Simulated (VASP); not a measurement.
Input of a VASP 6.6.1 run:

The input POSCAR:

```
Fe
1.0
   -2.9100000000      2.9100000000      2.9100000000
    1.4550000000     -1.4550000000      1.4550000000
    1.4550000000      1.4550000000     -1.4550000000
Fe
2
Direct
    0.0000000000      0.0000000000      0.0000000000
    0.5000000000      0.0000000000      0.0000000000
```

The input INCAR.step1:

```
SYSTEM = Fe
ALGO = Normal
EDIFF = 1E-4
ENCUT = 520
GGA = PE
ISMEAR = -1
ISPIN = 2
LASPH = .True.
LCHARG = .False.
LMAXMIX = 4
LREAL = .False.
LWAVE = .True.
MAGMOM = 0.12 0.12
NBANDS = 19
NELM = 150
PREC = Accurate
SIGMA = 0.1
```

File INCAR.step2:

```
SYSTEM = Fe
ALGO = Normal
EDIFF = 1E-6
ENCUT = 520
ISIF = 2
ISMEAR = -1
ISPIN = 2
ISTART = 1
LASPH = .True.
LCHARG = .True.
LELF = .True.
LMAXMIX = 4
LMIXTAU = .True.
LORBIT = 11
LREAL = .False.
LVHAR = .True.
LWAVE = .False.
MAGMOM = 0.12 0.12
METAGGA = R2SCAN
NBANDS = 19
NELM = 150
PREC = Accurate
SIGMA = 0.1
```

The input KPOINTS:

```
k-points
0
Gamma
  7 14 14
  0 0 0
```

Potentials or basis: VASP PAW PBE potentials, release 64 (Fe).

Run with:

```console
$ cat potpaw_PBE.64/Fe/POTCAR > POTCAR
$ cp INCAR.step1 INCAR
$ mpirun -np 1 vasp_std > vasp.out
$ cp INCAR.step2 INCAR
$ mpirun -np 1 vasp_std > vasp.out
```

Task: Predict the pressure.

Result: -35.7 GPa.

Task: Estimate the band gap on the k mesh.

Result: Zero (filled and empty bands overlap).

Task: Predict the net moment.

Result: 0.00 μB per cell.

Caveat: the cell stands under tension; the PAW data sets were made with another functional, which shifts forces and pressure a little.
